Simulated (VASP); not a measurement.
Wanted: the native input for a VASP 6.6.1 run.

```yaml
Task: single point
Functional: r2SCAN
Potentials_or_basis: VASP PAW PBE potentials, release 64 (Ga_d, N)
Cutoff: 520 eV
k_mesh: 12 × 12 × 6
Occupations: gaussian, width 0.01 eV
Spin: no spin polarisation
Dipole_correction: no
Further_INCAR_settings: ALGO = Normal; EDIFF = 1e-06; NBANDS = 26
```

Crystal: GaN.

```
Ga N
1.0
     2.96720    0.00000    0.00000
    -1.48360    2.56967    0.00000
     0.00000    0.00000    4.86281
Ga N
2 2
Direct
  0.00000 0.00000 0.00000
  0.00000 0.00000 0.50000
  0.33333 0.66667 0.25000
  0.66667 0.33333 0.75000
```

This cell differs from its parent crystal: uniaxial z strain -3.4%.

One way to write it, as run:

POSCAR

```
GaN
1.0
    2.9672035378      0.0000000000      0.0000000000
   -1.4836017689      2.5696736419      0.0000000000
    0.0000000000      0.0000000000      4.8628126368
Ga N
2 2
Direct
    0.0000000000      0.0000000000      0.0000000000
    0.0000000000      0.0000000000      0.5000000000
    0.3333333333      0.6666666667      0.2500000000
    0.6666666667      0.3333333333      0.7500000000
```

INCAR.step1

```
PREC     = Accurate       # precision mode
ENCUT    = 520            # plane-wave cutoff, eV
ISMEAR   = 0              # smearing method
SIGMA    = 0.01           # smearing width, eV
LREAL    = False          # projectors in reciprocal space
LASPH    = True           # aspherical terms in the spheres
NELM     = 80             # most SCF steps
NBANDS   = 26             # bands
GGA      = PE             # functional
ALGO     = Normal         # electronic algorithm
EDIFF    = 1E-4           # SCF threshold, eV
LWAVE    = True           # write WAVECAR
LCHARG   = False          # write CHGCAR
```

INCAR.step2

```
PREC     = Accurate       # precision mode
ENCUT    = 520            # plane-wave cutoff, eV
EDIFF    = 1E-6           # SCF threshold, eV
ISMEAR   = 0              # smearing method
SIGMA    = 0.01           # smearing width, eV
LREAL    = False          # projectors in reciprocal space
LASPH    = True           # aspherical terms in the spheres
NELM     = 80             # most SCF steps
ALGO     = Normal         # electronic algorithm
ISIF     = 2              # what is computed and relaxed
LWAVE    = False          # write WAVECAR
LCHARG   = False          # write CHGCAR
METAGGA  = R2SCAN         # meta-GGA
LMIXTAU  = True         
NBANDS   = 26             # bands
ISTART   = 1
```

KPOINTS

```
Automatic mesh
0
Gamma
  12 12 6
```

Potentials or basis: VASP PAW PBE potentials, release 64 (Ga_d, N).

Command:

```sh
$ cat potpaw_PBE.64/Ga_d/POTCAR potpaw_PBE.64/N/POTCAR > POTCAR
$ cp INCAR.step1 INCAR
$ mpirun -np 1 vasp_std > vasp.out
$ cp INCAR.step2 INCAR
$ mpirun -np 1 vasp_std > vasp.out
```

It gave:

```
Pressure               : 11.3 GPa
Band gap on the k mesh : 2.42 eV (least direct gap 2.81 eV)
```

Caveat: the cell differs from its parent crystal (uniaxial z strain -3.4%); the cell stands under pressure; the PAW data sets were made with another functional, which shifts forces and pressure a little.

Wall time 3.1 min on 1 thread of Intel(R) Xeon(R) Platinum 8259CL CPU @ 2.50GHz (Skylake/Cascade Lake), on a shared host, peak memory 0.2 GiB.
